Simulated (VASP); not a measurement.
# BeSn2S3 in VASP: notebook, part 2 of 2

VASP 6.6.1. Earlier steps stand in the parts before.

**3. Single point, PBE**

This run uses another cell than the first one, of 28.32 Å³/atom.

INCAR

```
SYSTEM = BeSn2S3
PREC = Accurate ; ENCUT = 520
EDIFF = 1E-6 ; ISMEAR = 0
SIGMA = 0.02 ; LREAL = .FALSE.
LASPH = .TRUE. ; NELM = 100
ALGO = Normal ; ISIF = 2
LWAVE = .FALSE. ; LCHARG = .TRUE.
GGA = PE ; LELF = .TRUE.
LVHAR = .TRUE. ; NBANDS = 33
```

KPOINTS

```
Automatic mesh
0
G
  8 8 6
  0 0 0
```

POSCAR

```
BeSn2S3
1.0
    9.0278250193     -1.8200255024      0.0768068906
    9.0278250193      1.8200255024      0.0768068906
   -1.0402688283      0.0000000000      5.1617838645
Be Sn S
1 2 3
Direct
    0.9740477985      0.9740477985      0.4641559705
    0.3572983949      0.3572983949      0.7850532067
    0.6652928097      0.6652928097      0.3845836705
    0.5273491687      0.5273491687      0.5032145665
    0.8602873694      0.8602873694      0.4284210156
    0.2097539738      0.2097539738      0.7331533201
```

Potentials or basis: VASP PAW PBE potentials, release 64 (Be, Sn_d, S).

Command:

```
$ cat potpaw_PBE.64/Be/POTCAR potpaw_PBE.64/Sn_d/POTCAR potpaw_PBE.64/S/POTCAR > POTCAR
$ mpirun -np 1 vasp_std > vasp.out
```

OUTCAR:

```text
SYSTEM = BeSn2S3
   PREC = Accurate
   ENCUT = 520
   EDIFF = 1E-6
   ISMEAR = 0
   LREAL = .FALSE.
   LASPH = .TRUE.
   NELM = 100
   ISIF = 2
   GGA = PE

 ion  position               nearest neighbor table
   1  0.974  0.974  0.464-   5 2.03   4 2.05   4 2.05
   2  0.357  0.357  0.785-   5 2.62   5 2.62   6 2.63
   3  0.665  0.665  0.385-   6 2.60   6 2.60   4 2.68
   4  0.527  0.527  0.503-   1 2.05   1 2.05   3 2.68
   5  0.860  0.860  0.428-   1 2.03   2 2.62   2 2.62
   6  0.210  0.210  0.733-   3 2.60   3 2.60   2 2.63

  LATTYP: Found a base centered monoclinic cell.
 ALAT       =    18.0563034841
 B/A-ratio  =     0.2015944741
 C/A-ratio  =     0.2916191973
 COS(beta)  =    -0.1892137729

  Lattice vectors:

 A1 = (   9.0278250193,  -1.8200255024,   0.0768068906)
 A2 = (   9.0278250193,   1.8200255024,   0.0768068906)
 A3 = (  -1.0402688283,   0.0000000000,   5.1617838645)

Analysis of symmetry for initial positions (statically):
=====================================================================
 Subroutine PRICEL returns:
 Original cell was already a primitive cell.

 Routine SETGRP: Setting up the symmetry group for a
 base centered monoclinic supercell.

 Subroutine GETGRP returns: Found  2 space group operations
 (whereof  2 operations were pure point group operations)
 out of a pool of  4 trial point group operations.

The static configuration has the point symmetry C_1h.

Analysis of symmetry for dynamics (positions and initial velocities):
=====================================================================
 Subroutine PRICEL returns:
 Original cell was already a primitive cell.

 Routine SETGRP: Setting up the symmetry group for a
 base centered monoclinic supercell.

 Subroutine GETGRP returns: Found  2 space group operations
 (whereof  2 operations were pure point group operations)
 out of a pool of  4 trial point group operations.

The dynamic configuration has the point symmetry C_1h.

[... 128 lines left out ...]
  Fermi-wavevector in a.u.,A,eV,Ry     =   1.074180  2.029906 15.699258  1.153863
  Thomas-Fermi vector in A             =   2.210001
   LORBIT       =      0    0 simple, 1 ext, 2 COOP (PROOUT), +10 PAW based schemes
   GGA     = PE    functional components
   LHFCALC =     F    Hartree Fock is set to
   AEXX    =    0.0000 exact exchange contribution
   IVDW    =     0    specifies the selected vdW correction
   LEPSILON=     F    determine dielectric tensor
   LRPA    =     F    only Hartree local field effects (RPA)
 non-spin polarized calculation
 Gauss-broadening in eV      SIGMA  =   0.02
  energy-cutoff  :      520.00
  volume of cell :      169.92
 maximum number of plane-waves:      4595
 NGX is ok and might be reduce to    70

 number of electron      48.0000004 magnetization

 Free energy of the ion-electron system (eV)
  ---------------------------------------------------
  ext. energy  EPLUGINS =         0.00000000
  ---------------------------------------------------
  free energy    TOTEN  =       -26.87409722 eV

  energy without entropy =      -26.87409722  energy(sigma->0) =      -26.87409722

 E-fermi :   2.9616     XC(G=0):  -8.1639

 val. band max:        2.8695918231   @ k =  -0.0000  -0.0000   0.5000
 cond. band min:       3.9291064022   @ k =   0.5000   0.0000   0.0000
 fundamental gap:      1.0595145790
 Fermi energy:         2.9616466467

 k-point     1 :       0.0000    0.0000    0.0000
  band No.  band energies     occupation
      1     -18.1699      2.00000
      2     -18.1126      2.00000
      3     -18.1091      2.00000
      4     -18.0636      2.00000
      5     -18.0616      2.00000
      6     -18.0472      2.00000
[... 853 lines left out ...]
     32       8.8059      0.00000
     33       9.1397      0.00000

 [... further k-points ...]

------------------------ aborting loop because EDIFF is reached ----------------------------------------

  FORCE on cell =-STRESS in cart. coord.  units (eV):
  Direction    XX          YY          ZZ          XY          YZ          ZX
  --------------------------------------------------------------------------------------
  -------------------------------------------------------------------------------------
  Total       -0.0348570     -0.0597654     -0.0026266      0.0000000      0.0000000     -0.0004427
  in kB       -0.3286743     -0.5635416     -0.0247670      0.0000000      0.0000000     -0.0041739
  external PRESSURE =      -0.3056610 kB  Pullay stress =       0.0000000 kB

 VOLUME and BASIS-vectors are now :
 -----------------------------------------------------------------------------
  energy-cutoff  :      520.00
  volume of cell :      169.92
      direct lattice vectors                 reciprocal lattice vectors
     9.027825019 -1.820025502  0.076806891     0.055289526 -0.274721425  0.011142654
     9.027825019  1.820025502  0.076806891     0.055289526  0.274721425  0.011142654
    -1.040268828  0.000000000  5.161783865    -0.001645407  0.000000000  0.193399871

 POSITION                                       TOTAL-FORCE (eV/Angst)
 -----------------------------------------------------------------------------------
     17.10422      0.00000      2.54550        -0.001823      0.000000     -0.001656
      5.63459      0.00000      4.10716         0.008323      0.000000      0.009371
     11.61222      0.00000      2.08734         0.002749      0.000000     -0.010517
      8.99815      0.00000      2.67849         0.001719      0.000000      0.004500
     15.08737      0.00000      2.34357        -0.005844      0.000000     -0.007385
      3.02457      0.00000      3.81660        -0.005124      0.000000      0.005686
 -----------------------------------------------------------------------------------
    total drift:                               -0.000529      0.000000     -0.001414

  FREE ENERGIE OF THE ION-ELECTRON SYSTEM (eV)
  ---------------------------------------------------
  free  energy   TOTEN  =       -26.8740972180 eV

  energy  without entropy=      -26.8740972180  energy(sigma->0) =      -26.87409722
```

stdout:

```text
POSCAR found type information on POSCAR BeSnS
 POSCAR found :  3 types and       6 ions
 scaLAPACK will be used
 LDA part: xc-table for (Slater+PW92), standard interpolation
 POSCAR, INCAR and KPOINTS ok, starting setup
 FFT: planning ... GRIDC
 FFT: planning ... GRID_SOFT
 FFT: planning ... GRID
 WAVECAR not read
 entering main loop
```

Run time: 32 min. Hardware: 1 thread of Intel Xeon 8259CL, shared host; peak memory 0.84 GiB.

Results:

| Item | Value |
| --- | --- |
| Free energy | -26.8741 eV |
| Pressure | 0.0 GPa |
| Largest force | 0.013 eV/Å |
| Band gap on the k mesh | 1.06 eV (least direct gap 1.79 eV) |

Forces in eV/Å, atoms in the order of the input:
```
Be  -0.002  0.000 -0.002
Sn   0.008  0.000  0.009
Sn   0.003  0.000 -0.011
S    0.002  0.000  0.004
S   -0.006  0.000 -0.007
S   -0.005  0.000  0.006
```

Caveat: spin-orbit coupling is left out, which moves the levels of the heavy elements. A k mesh can miss the band edges.

**4. Single point, PBE**

This run uses another cell than the first one: it holds 12 atoms, not 6.

INCAR

```
SYSTEM = BeSn2S3
ALGO = Normal
EDIFF = 1E-6
ENCUT = 520
GGA = PE
ISIF = 2
ISMEAR = 0
LASPH = .TRUE.
LCHARG = .FALSE.
LREAL = .FALSE.
LWAVE = .FALSE.
NBANDS = 60
NELM = 100
PREC = Accurate
SIGMA = 0.1
```

KPOINTS

```
k-points
0
G
  4 2 2
  0 0 0
```

POSCAR

```
BeSn2S3
1.0
   -0.0370139840      3.6425785133     -0.3552903563
   -1.4558946253     -0.8519919071      8.9858835283
   10.1653046379     -0.1148226058     -0.7065762628
Be Sn S
2 4 6
Direct
    0.6260405744      0.1642091848      0.2279912395
    0.6257888806      0.1640094685      0.7282056026
    0.3146553684      0.5582117841      0.2185563029
    0.3145209652      0.5579588320      0.7186203646
    0.0081198622      0.9369784376      0.4780849466
    0.0082335964      0.9369447677      0.9780963595
    0.5145739080      0.9325087406      0.1621661528
    0.5143479408      0.9323146934      0.6621737499
    0.1776952899      0.2716581785      0.2583926533
    0.1774797879      0.2714810435      0.7588002082
   -0.1407007680      0.6369238590      0.4044380097
   -0.1407554060      0.6367990496      0.9044734101
```

Command:

```
$ cat potpaw_PBE.64/Be/POTCAR potpaw_PBE.64/Sn_d/POTCAR potpaw_PBE.64/S/POTCAR > POTCAR
$ mpirun -np 1 vasp_std > vasp.out
```

It took 6.5 min on 1 thread of Oxide Virtual Turin-like, shared host; peak memory 0.45 GiB.

Results (log left out):

```
Free energy            : -53.6478 eV
Pressure               : 0.1 GPa
Largest force          : 0.025 eV/Å
Band gap on the k mesh : 0.75 eV
```

Forces in eV/Å, atoms in the order of the input:
```
Be  -0.001 -0.001  0.004
Be  -0.001 -0.001  0.003
Sn  -0.020  0.000  0.015
Sn  -0.017  0.000  0.014
Sn  -0.015  0.001  0.012
Sn  -0.022  0.000  0.011
S    0.015  0.000 -0.005
S    0.010  0.000 -0.002
S    0.011  0.000 -0.017
S    0.009  0.000 -0.015
S    0.016  0.001 -0.012
S    0.016  0.001 -0.009
```

Stress tensor (GPa, compression positive):
```
 0.06  0.03 -0.10
 0.03  0.03 -0.09
-0.10 -0.09  0.08
```

Levels at points of the mesh, in eV from the valence-band top:
```tsv
k point	band 45	band 46	band 47	band 48	band 49	band 50	band 51	band 52
(0.00, 0.00, 0.00)	-1.21	-1.16	-0.36	0.00	1.85	2.35	2.47	2.79
(0.50, 0.00, 0.00)	-1.59	-0.92	-0.81	-0.76	0.75	1.40	2.03	2.49
(0.00, 0.50, 0.00)	-1.23	-1.21	-0.54	0.00	1.92	2.10	2.37	2.74
(0.50, 0.50, 0.00)	-1.60	-0.92	-0.82	-0.76	0.76	1.41	2.05	2.44
(0.00, 0.00, 0.50)	-1.18	-1.18	-0.85	-0.85	2.20	2.21	2.71	2.71
(0.50, 0.00, 0.50)	-1.38	-1.38	-0.81	-0.81	1.73	1.73	1.98	1.98
(0.00, 0.50, 0.50)	-1.29	-1.29	-0.55	-0.55	2.16	2.17	2.62	2.62
(0.50, 0.50, 0.50)	-1.39	-1.39	-0.82	-0.82	1.75	1.75	1.96	1.96
```

Caveat: the k points lie up to 0.44 Å⁻¹ apart; spin-orbit coupling is left out, which moves the levels of the heavy elements. A k mesh can miss the band edges.

**5. Overview**

```tsv
cell	k mesh	smearing	gap on the mesh (eV)	pressure (GPa)	largest force (eV/Å)
a = 3.650, b = 5.111, c = 9.231 Å, angles 103.9, 101.4, 90.1°, 6 atoms, atomic positions A	8 × 6 × 4	gaussian 0.02 eV	0.72	0.0	0.02
a = 9.210, b = 9.210, c = 5.266 Å, angles 100.7, 100.7, 22.8°, 6 atoms, atomic positions B	8 × 8 × 6	gaussian 0.02 eV	1.06	0.0	0.01
a = 3.660, b = 9.143, c = 10.190 Å, angles 103.1, 90.8, 100.8°, 12 atoms, atomic positions C	4 × 2 × 2	gaussian 0.1 eV	0.75	0.1	0.03
```

Alike in all rows: task single point; level PBE; potentials or basis VASP PAW PBE potentials, release 64 (Be, Sn_d, S); no spin polarisation; cutoff (eV) 520.

Caveats: some runs use coarse meshes; spin-orbit coupling is left out, which moves the levels of the heavy elements.

Total energies depend on the potentials used, so only differences within one code and one set of settings carry meaning.
